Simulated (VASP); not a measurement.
# Al (Fm-3m) in VASP: further runs

Runs on Al. Level: r2SCAN. Tasks: single point, relaxation of volume and atoms at fixed shape.

All numbers are computed with VASP 6.6.1; they aren't measurements. Logs are shortened: lines on timing, memory, paths and dates and some standing lists are left out, and cuts for length are marked.

**1. The cell of the first run**

Symmetry: Fm-3m, No. 225, cubic system. The conventional cell has a = 3.990 Å, b = 3.990 Å, c = 3.990 Å, α = 90.00°, β = 90.00°, γ = 90.00°. Within 3.7 Å of Al (site symmetry m-3m) lie 12 Al at 2.82 Å.

**2. Single point, r2SCAN**

POSCAR

```
Al
1.0
    0.0000000000      1.9949591985      1.9949591985
    1.9949591985      0.0000000000      1.9949591985
    1.9949591985      1.9949591985      0.0000000000
Al
1
Direct
    0.0000000000      0.0000000000      0.0000000000
```

INCAR.step1

```
PREC     = Accurate       # precision mode
ENCUT    = 520            # plane-wave cutoff, eV
ISMEAR   = -1             # smearing method
SIGMA    = 0.05           # smearing width, eV
LREAL    = F              # projectors in reciprocal space
LASPH    = T              # aspherical terms in the spheres
NELM     = 80             # most SCF steps
NBANDS   = 8              # bands
GGA      = PE             # functional
ALGO     = Normal         # electronic algorithm
EDIFF    = 1E-4           # SCF threshold, eV
LWAVE    = T              # write WAVECAR
LCHARG   = F              # write CHGCAR
```

INCAR.step2

```
PREC     = Accurate       # precision mode
ENCUT    = 520            # plane-wave cutoff, eV
EDIFF    = 1E-6           # SCF threshold, eV
ISMEAR   = -1             # smearing method
SIGMA    = 0.05           # smearing width, eV
LREAL    = F              # projectors in reciprocal space
LASPH    = T              # aspherical terms in the spheres
NELM     = 80             # most SCF steps
ALGO     = Normal         # electronic algorithm
ISIF     = 2              # what is computed and relaxed
LWAVE    = F              # write WAVECAR
LCHARG   = F              # write CHGCAR
METAGGA  = R2SCAN         # meta-GGA
LMIXTAU  = T            
NBANDS   = 8              # bands
ISTART   = 1
```

KPOINTS

```
regular mesh
0
Gamma
  7 7 7
```

Potentials or basis: VASP PAW PBE potentials, release 64 (Al).

Launch:

```sh
$ cat potpaw_PBE.64/Al/POTCAR > POTCAR
$ cp INCAR.step1 INCAR
$ mpirun -np 1 vasp_std > vasp.out
$ cp INCAR.step2 INCAR
$ mpirun -np 1 vasp_std > vasp.out
```

OUTCAR:

```text
PREC = Accurate
   ENCUT = 520
   EDIFF = 1E-6
   ISMEAR = -1
   LREAL = F
   LASPH = T
   NELM = 80
   ISIF = 2
   METAGGA = R2SCAN
   ISTART = 1

 ion  position               nearest neighbor table
   1  0.000  0.000  0.000-

  LATTYP: Found a face centered cubic cell.
 ALAT       =     3.9899183970

  Lattice vectors:

 A1 = (   0.0000000000,   1.9949591985,   1.9949591985)
 A2 = (   1.9949591985,   0.0000000000,   1.9949591985)
 A3 = (   1.9949591985,   1.9949591985,   0.0000000000)

Analysis of symmetry for initial positions (statically):
=====================================================================
 Subroutine PRICEL returns:
 Original cell was already a primitive cell.

 Routine SETGRP: Setting up the symmetry group for a
 face centered cubic supercell.

 Subroutine GETGRP returns: Found 48 space group operations
 (whereof 48 operations were pure point group operations)
 out of a pool of 48 trial point group operations.

The static configuration has the point symmetry O_h .

Analysis of symmetry for dynamics (positions and initial velocities):
=====================================================================
 Subroutine PRICEL returns:
 Original cell was already a primitive cell.

 Routine SETGRP: Setting up the symmetry group for a
 face centered cubic supercell.

 Subroutine GETGRP returns: Found 48 space group operations
 (whereof 48 operations were pure point group operations)
 out of a pool of 48 trial point group operations.

The dynamic configuration has the point symmetry O_h .

 Subroutine INISYM returns: Found 48 space group operations
 (whereof 48 operations are pure point group operations),
 and found     1 'primitive' translations

----------------------------------------------------------------------------------------

                                     Primitive cell

  volume of cell :      15.8793

  direct lattice vectors                    reciprocal lattice vectors
     0.000000000  1.994959198  1.994959198    -0.250631692  0.250631692  0.250631692
     1.994959198  0.000000000  1.994959198     0.250631692 -0.250631692  0.250631692
     1.994959198  1.994959198  0.000000000     0.250631692  0.250631692 -0.250631692

  length of vectors
     2.821298355  2.821298355  2.821298355     0.434106825  0.434106825  0.434106825

  position of ions in fractional coordinates (direct lattice)
     0.000000000  0.000000000  0.000000000

  ion indices of the primitive-cell ions
   primitive index   ion index
                 1           1

----------------------------------------------------------------------------------------

 KPOINTS: regular mesh

Automatic generation of k-mesh.
 Grid dimensions read from file:
 generate k-points for:    7    7    7

 Generating k-lattice:

  Cartesian coordinates                     Fractional coordinates (reciprocal lattice)
    -0.035804527  0.035804527  0.035804527     0.142857143  0.000000000  0.000000000
     0.035804527 -0.035804527  0.035804527     0.000000000  0.142857143  0.000000000
     0.035804527  0.035804527 -0.035804527     0.000000000  0.000000000  0.142857143

  Length of vectors
     0.062015261  0.062015261  0.062015261

  Shift w.r.t. Gamma in fractional coordinates (k-lattice)
     0.000000000  0.000000000  0.000000000

 Subroutine IBZKPT returns following result:
 ===========================================

 Found     20 irreducible k-points:

 Following reciprocal coordinates:
            Coordinates               Weight
  0.000000  0.000000  0.000000      1.000000
  0.142857  0.000000  0.000000      8.000000
  0.285714  0.000000  0.000000      8.000000
  0.428571  0.000000  0.000000      8.000000
  0.142857  0.142857  0.000000      6.000000
  0.285714  0.142857  0.000000     24.000000
[... 12 lines left out ...]
 -0.428571  0.428571  0.142857     24.000000
 -0.285714  0.428571  0.142857     24.000000
   k-points           NKPTS =     20   k-points in BZ     NKDIM =     20   number of bands    NBANDS=      8
   number of dos      NEDOS =    301   number of ions     NIONS =      1
   total plane-waves  NPLWV =  13824
   dimension x,y,z NGX =    24 NGY =   24 NGZ =   24
   dimension x,y,z NGXF=    48 NGYF=   48 NGZF=   48
   ions per type =               1
   NGX,Y,Z   is equivalent  to a cutoff of  14.14, 14.14, 14.14 a.u.
   NGXF,Y,Z  is equivalent  to a cutoff of  28.28, 28.28, 28.28 a.u.
 SYSTEM =  unknown system
   PREC   = accura    normal or accurate (medium, high low for compatibility)
   ISTART =      1    job   : 0-new  1-cont  2-samecut
   ICHARG =      0    charge: 1-file 2-atom 10-const
   ISPIN  =      1    spin polarized calculation?
   LNONCOLLINEAR =      F non collinear calculations
   LSORBIT =      F    spin-orbit coupling
   LASPH  =      T    aspherical Exc in radial PAW
   ENCUT  =  520.0 eV  38.22 Ry    6.18 a.u.   5.25  5.25  5.25*2*pi/ulx,y,z
   NELM   =     80;   NELMIN=  2; NELMDL=  0     # of ELM steps
   EDIFF  = 0.1E-05   stopping-criterion for ELM
   LREAL  =      F    real-space projection
   EDIFFG = 0.1E-04   stopping-criterion for IOM
   NSW    =      0    number of steps for IOM
   IBRION =     -1    ionic relax: 0-MD 1-quasi-New 2-CG
   NFREE  =      0    steps in history (QN), initial steepest desc. (CG)
   ISIF   =      2    stress and relaxation
   ISYM   =      2    0-nonsym 1-usesym 2-fastsym
   POTIM  = 0.5000    time-step for ionic-motion
   TEBEG  =    0.0;   TEEND  =   0.0 temperature during run
   PSTRESS=    0.0 pullay stress
   NELECT =       3.0000    total number of electrons
   NUPDOWN=      -1.0000    fix difference up-down
   EMIN   =  10.00;   EMAX   =-10.00  energy-range for DOS
   EFERMI =   0.00;   METHOD = LEGACY
   ISMEAR =    -1;   SIGMA  =   0.05  broadening in eV -4-tet -1-fermi 0-gaus
   EFERMI_NEDOS =   21; number of points for ismear=-14 and -15
   IALGO  =     38    algorithm
   IMIX   =      4    mixing-type and parameters
     AMIX     =   0.40;   BMIX     =  1.00
     AMIX_MAG =   1.60;   BMIX_MAG =  1.00
  volume/ion in A,a.u.               =      15.88       107.16
  Fermi-wavevector in a.u.,A,eV,Ry     =   0.939373  1.775157 12.006066  0.882421
  Thomas-Fermi vector in A             =   2.066678
   LORBIT       =      0    0 simple, 1 ext, 2 COOP (PROOUT), +10 PAW based schemes
   METAGGA = R2SCAN    functional components
   LHFCALC =     F    Hartree Fock is set to
   AEXX    =    0.0000 exact exchange contribution
   IVDW    =     0    specifies the selected vdW correction
   LEPSILON=     F    determine dielectric tensor
   LRPA    =     F    only Hartree local field effects (RPA)
 non-spin polarized calculation
  energy-cutoff  :      520.00
  volume of cell :       15.88
 maximum number of plane-waves:       444
 NGX is ok and might be reduce to    24
   NGX = 11   NGY = 11   NGZ = 11

 number of electron       3.0000000 magnetization

 Free energy of the ion-electron system (eV)
  ---------------------------------------------------
  ext. energy  EPLUGINS =         0.00000000
  ---------------------------------------------------
  free energy    TOTEN  =        -6.79140779 eV

  energy without entropy =       -6.78885747  energy(sigma->0) =       -6.79013263

 E-fermi :   8.5136     XC(G=0): -11.0440

 val. band max:        8.4901256086   @ k =  -0.2857   0.2857   0.0000
 cond. band min:       8.7797792544   @ k =  -0.2857   0.4286   0.1429
 fundamental gap:      0.2896536458
 Fermi energy:         8.5135805092

 k-point     1 :       0.0000    0.0000    0.0000
  band No.  band energies     occupation
      1      -3.6860      2.00000
      2      21.9596      0.00000
      3      21.9596      0.00000
      4      21.9596      0.00000
      5      24.1752      0.00000
      6      24.1752      0.00000
      7      24.1752      0.00000
      8      26.0684      0.00000

 k-point     2 :       0.1429    0.0000    0.0000
  band No.  band energies     occupation
      1      -3.0827      2.00000
      2      16.6602      0.00000
      3      20.9615      0.00000
      4      20.9615      0.00000
      5      24.4858      0.00000
      6      26.0153      0.00000
      7      26.0153      0.00000
      8      27.1849      0.00000

 k-point     3 :       0.2857    0.0000    0.0000
  band No.  band energies     occupation
      1      -1.2884      2.00000
      2      10.7570      0.00000
      3      20.2271      0.00000
      4      20.2271      0.00000
      5      23.8589      0.00000
      6      23.8590      0.00000
      7      24.0457      0.00000
      8      28.2208      0.00000

 k-point     4 :       0.4286    0.0000    0.0000
  band No.  band energies     occupation
      1       1.6463      2.00000
      2       5.7237      2.00000
      3      20.4026      0.00000
      4      20.4026      0.00000
      5      21.7006      0.00000
      6      21.7006      0.00000
      7      24.3537      0.00000
      8      25.9553      0.00000

 k-point     5 :       0.1429    0.1429    0.0000
  band No.  band energies     occupation
      1      -2.8821      2.00000
      2      18.7714      0.00000
      3      18.8241      0.00000
      4      18.8241      0.00000
      5      22.5543      0.00000
      6      23.3635      0.00000
      7      28.4566      0.00000
      8      28.4566      0.00000

 k-point     6 :       0.2857    0.1429    0.0000
  band No.  band energies     occupation
      1      -1.4867      2.00000
      2      13.0620      0.00000
      3      17.6631      0.00000
      4      19.0895      0.00000
      5      19.9309      0.00000
      6      24.1532      0.00000
      7      28.2487      0.00000
      8      28.9089      0.00000

 k-point     7 :       0.4286    0.1429    0.0000
  band No.  band energies     occupation
      1       1.0662      2.00000
      2       7.7766      2.00000
      3      16.9618      0.00000
      4      17.5111      0.00000
      5      19.4619      0.00000
      6      25.9351      0.00000
      7      27.8950      0.00000
      8      29.3210      0.00000
[... 89 lines left out ...]
 k-point    16 :      -0.4286    0.4286    0.0000
  band No.  band energies     occupation
      1       5.5387      2.00000
      2       7.1126      2.00000
      3      10.1730      0.00000
      4      14.9532      0.00000
      5      16.4316      0.00000
      6      21.6543      0.00000
      7      34.3537      0.00000
      8      35.1515      0.00000

 k-point    17 :       0.4286    0.2857    0.1429
  band No.  band energies     occupation
      1       0.2861      2.00000
      2      11.4518      0.00000
      3      13.2079      0.00000
      4      16.4281      0.00000
      5      21.7934      0.00000
      6      24.0726      0.00000
      7      26.5894      0.00000
      8      31.8195      0.00000

 k-point    18 :      -0.4286    0.2857    0.1429
  band No.  band energies     occupation
      1       3.1797      2.00000
      2       7.1687      2.00000
      3      12.6003      0.00000
      4      14.1931      0.00000
      5      22.9269      0.00000
      6      24.2982      0.00000
      7      28.0599      0.00000
      8      32.2352      0.00000

 k-point    19 :      -0.4286    0.4286    0.1429
  band No.  band energies     occupation
      1       4.1039      2.00000
      2       9.5644      0.00000
      3       9.9683      0.00000
      4      12.0649      0.00000
      5      20.3870      0.00000
      6      22.8969      0.00000
      7      29.8882      0.00000
      8      34.0466      0.00000

 k-point    20 :      -0.2857    0.4286    0.1429
  band No.  band energies     occupation
      1       6.3165      2.00000
      2       7.0124      2.00000
      3       8.7798      0.00970
      4      12.1867      0.00000
      5      22.2795      0.00000
      6      27.2270      0.00000
      7      27.6604      0.00000
      8      29.6376      0.00000

------------------------ aborting loop because EDIFF is reached ----------------------------------------

  FORCE on cell =-STRESS in cart. coord.  units (eV):
  Direction    XX          YY          ZZ          XY          YZ          ZX
  --------------------------------------------------------------------------------------
  -------------------------------------------------------------------------------------
  Total       -0.0315846     -0.0315846     -0.0315846      0.0000000      0.0000000     -0.0000000
  in kB       -3.1867903     -3.1867903     -3.1867903      0.0000000      0.0000000     -0.0000000
  external PRESSURE =      -3.1867903 kB  Pullay stress =       0.0000000 kB

 VOLUME and BASIS-vectors are now :
 -----------------------------------------------------------------------------
  energy-cutoff  :      520.00
  volume of cell :       15.88
      direct lattice vectors                 reciprocal lattice vectors
     0.000000000  1.994959198  1.994959198    -0.250631692  0.250631692  0.250631692
     1.994959198  0.000000000  1.994959198     0.250631692 -0.250631692  0.250631692
     1.994959198  1.994959198  0.000000000     0.250631692  0.250631692 -0.250631692

 POSITION                                       TOTAL-FORCE (eV/Angst)
 -----------------------------------------------------------------------------------
      0.00000      0.00000      0.00000         0.000000      0.000000      0.000000
 -----------------------------------------------------------------------------------
    total drift:                               -0.000000      0.000000      0.000000

  FREE ENERGIE OF THE ION-ELECTRON SYSTEM (eV)
  ---------------------------------------------------
  free  energy   TOTEN  =        -6.7914077890 eV

  energy  without entropy=       -6.7888574677  energy(sigma->0) =       -6.79013263
```

Run time: 13 s. Hardware: 1 thread of Intel Xeon Platinum 8488C (Sapphire Rapids), shared host; peak memory 0.13 GiB.

Results:

```
Free energy : -6.7914 eV
Pressure    : -0.3 GPa
```

Levels at points of the mesh, in eV from the Fermi level:
```csv
k point,band 1,band 2,band 3,band 4,band 5
"(0.00, 0.00, 0.00)",-12.20,13.45,13.45,13.45,15.66
```

Caveat: the k points lie up to 0.39 Å⁻¹ apart; the PAW data sets were made with another functional, which shifts forces and pressure a little.

**3. Relaxation of volume and atoms at fixed shape, r2SCAN**

This run uses another cell than the first one, of 16.60 Å³/atom, 1.046 times its volume.

POSCAR

```
Al
1.0
    0.0000000000      2.0248050000      2.0248050000
    2.0248050000      0.0000000000      2.0248050000
    2.0248050000      2.0248050000      0.0000000000
Al
1
Direct
    0.0000000000      0.0000000000      0.0000000000
```

INCAR.step1

```
SYSTEM = Al
PREC = Accurate
ENCUT = 600
ISMEAR = -1
SIGMA = 0.05
LREAL = .FALSE.
LASPH = .TRUE.
NELM = 80
GGA = PE
ALGO = Normal
EDIFF = 1E-4
LWAVE = .TRUE.
LCHARG = .FALSE.
```

INCAR.step2

```
SYSTEM = Al
PREC = Accurate
ENCUT = 600
EDIFF = 1E-6
ISMEAR = -1
SIGMA = 0.05
LREAL = .FALSE.
LASPH = .TRUE.
NELM = 80
ALGO = Normal
ISIF = 8
LWAVE = .FALSE.
LCHARG = .FALSE.
METAGGA = R2SCAN
LMIXTAU = .TRUE.
IBRION = 2
NSW = 60
EDIFFG = -0.03
ISTART = 1
```

KPOINTS

```
regular mesh
0
G
  7 7 7
  0 0 0
```

Potentials or basis: VASP PAW PBE potentials, release 64 (Al).

Launch:

```sh
$ cat potpaw_PBE.64/Al/POTCAR > POTCAR
$ cp INCAR.step1 INCAR
$ mpirun -np 1 vasp_std > vasp.out
$ cp INCAR.step2 INCAR
$ mpirun -np 1 vasp_std > vasp.out
```

Wall time 20 s (1 thread of Intel Xeon Platinum 8488C (Sapphire Rapids), shared host); peak memory 0.14 GiB.

The run converged. Its results:

| Quantity | Value |
| --- | --- |
| Free energy | -6.7914 eV |
| Relaxed volume | 15.82 Å³/atom |
| Relaxed cell | a = 2.818 Å, b = 2.818 Å, c = 2.818 Å, α = 60.00°, β = 60.00°, γ = 60.00° |
| Space group after relaxing (to 0.05 Å) | Fm-3m (No. 225) |
| Energy gained by relaxing | 10.8 meV/atom |
| Ionic steps | 3 |
| Pressure after relaxing | 0.0 GPa |

The path:
| step | energy change (eV) | largest force (eV/Å) | pressure (GPa) | volume (Å³) |
| --- | --- | --- | --- | --- |
| 1 | 0.0000 | 0.0000 | -4.17 | 16.60 |
| 2 | -0.0097 | 0.0000 | 1.53 | 15.59 |
| 3 | -0.0108 | 0.0000 | 0.04 | 15.82 |

Final structure:
```yaml
crystal:
  lattice:
    - [0.00000, 1.99238, 1.99238]
    - [1.99238, 0.00000, 1.99238]
    - [1.99238, 1.99238, 0.00000]
  atoms:
    - { symbol: Al, position: [0.00000, 0.00000, 0.00000] }
```

Levels at points of the mesh, in eV from the Fermi level:
```
           k point  band 1  band 2  band 3  band 4  band 5
(0.00, 0.00, 0.00)  -12.23   13.47   13.47   13.47   15.72
```

Caveat: the k points lie up to 0.39 Å⁻¹ apart in the final cell; the PAW data sets were made with another functional, which shifts forces and pressure a little.
